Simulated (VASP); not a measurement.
Runs of VASP 6.6.1 on LiGeN. The structure is that of space group P4/mmm (No. 123), or close to it. The cells are those of the table. The cell was built from a structure type or drawn by symmetry, and may not be a known phase.

```tsv
task	cell	k mesh	cutoff (eV)	gap on the mesh (eV)	pressure (GPa)	relaxed volume (Å³/atom)
single point	a = 3.179, b = 3.179, c = 3.792 Å, 3 atoms	14 × 14 × 12	520	none	-	-
single point	a = 3.152, b = 3.152, c = 3.781 Å, 3 atoms	6 × 6 × 4	520	none	-	-
relaxation of cell and atoms	relaxed from a = 3.198, b = 3.198, c = 3.787 Å, 3 atoms	6 × 6 × 4	600	none	0.0	12.45
single point	a = 3.198, b = 3.198, c = 3.787 Å, 3 atoms	4 × 4 × 6	520	none	-	-
relaxation of cell and atoms	relaxed from a = 3.152, b = 3.152, c = 3.781 Å, 3 atoms	14 × 14 × 12	600	none	0.1	(a)
```

Alike in all rows: level PBE; potentials or basis VASP PAW PBE potentials, release 64 (Li_sv, Ge_d, N); no spin polarisation; smearing gaussian 0.1 eV.

Estimate the missing entries.

(a) 12.69.

Caveats: some runs use coarse meshes; the cutoff is under 1.25 times the usual one of these potentials, so pressure, stress and relaxed cells hold a basis-set (Pulay) error.

A k mesh can miss the band edges, and the runs leave out spin-orbit coupling on Ge.

A gap of «none» marks levels without a gap at the run's occupations.
